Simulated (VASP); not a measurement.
BN, 2 atoms in the cell. The structure is orthorhombic, space group Fmm2 (No. 42). Conventional cell: a = 2.503 Å, b = 6.991 Å, c = 4.332 Å, α = 90.00°, β = 90.00°, γ = 90.00°. B (site symmetry mm2) has 3 N at 1.44 Å within 1.9 Å. Within 1.9 Å of N (site symmetry mm2) lie 3 B at 1.44 Å. 

```yaml
Program: VASP 6.6.1
Task: single point
Functional: PBE
Potentials_or_basis: VASP PAW PBE potentials, release 64 (B, N)
Cutoff: 520 eV
k_mesh: 12 × 12 × 12
Occupations: tetrahedron
Spin: no spin polarisation
Dipole_correction: no
Further_INCAR_settings: ALGO = Normal; EDIFF = 1e-06; NBANDS = 11
```

Potentials or basis: VASP PAW PBE potentials, release 64 (B, N).

Run with:

```bash
$ cat potpaw_PBE.64/B/POTCAR potpaw_PBE.64/N/POTCAR > POTCAR
$ mpirun -np 1 vasp_std > vasp.out
```

Hardware: 1 thread of Intel(R) Xeon(R) Platinum 8488C (Sapphire Rapids), with other jobs on the host.

Q: How long does it take, and how much memory?

A: Run time: 52 s on 1 thread of Intel(R) Xeon(R) Platinum 8488C (Sapphire Rapids), with other jobs on the host, peak memory 0.18 GiB. Counts: scf iterations 13, k points 280.
